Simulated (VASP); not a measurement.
A run of VASP 6.6.1 is set up as follows.

The input POSCAR:

```
CdS
1.0
    4.2266230021      0.0000000000      0.0000000000
   -2.1133115011      3.6603628920      0.0000000000
    0.0000000000      0.0000000000      5.8372455546
Cd S
1 1
Direct
    0.0000000000      0.0000000000      0.4380403612
    0.6666666667      0.3333333333      0.4389596388
```

INCAR.step1

```
SYSTEM = CdS
ALGO = Normal
EDIFF = 1E-5
ENCUT = 520
GGA = PE
ISIF = 2
ISMEAR = -1
LASPH = .True.
LCHARG = .False.
LREAL = .False.
LWAVE = .True.
NBANDS = 16
NELM = 60
PREC = Accurate
SIGMA = 0.05
```

File INCAR.step2:

```
SYSTEM = CdS
ALGO = Normal
EDIFF = 1E-7
ENCUT = 520
GGA = PE
HFSCREEN = 0.2079
ISIF = 2
ISMEAR = -1
ISTART = 1
LASPH = .True.
LCHARG = .False.
LHFCALC = .True.
LREAL = .False.
LWAVE = .False.
NBANDS = 16
NELM = 60
PREC = Accurate
PRECFOCK = Normal
SIGMA = 0.05
```

Contents of KPOINTS:

```
k-points
0
Gamma
  4 4 3
  0 0 0
```

Potentials or basis: VASP PAW PBE potentials, release 64 (Cd, S).

Run with:

```console
$ cat potpaw_PBE.64/Cd/POTCAR potpaw_PBE.64/S/POTCAR > POTCAR
$ cp INCAR.step1 INCAR
$ mpirun -np 1 vasp_std > vasp.out
$ cp INCAR.step2 INCAR
$ mpirun -np 1 vasp_std > vasp.out
```

Task: Estimate the pressure.

Result: 0.2 GPa.

Task: Estimate the band gap on the k mesh.

Result: 2.55 eV, indirect (the least direct gap lies 3.2 meV higher).

Stress tensor (GPa, compression positive):
```
0.28 0.00 0.00
0.00 0.28 0.00
0.00 0.00 0.02
```

Caveat: the k points lie up to 0.43 Å⁻¹ apart; the PAW data sets were made with another functional, which shifts forces and pressure a little. A k mesh can miss the band edges.
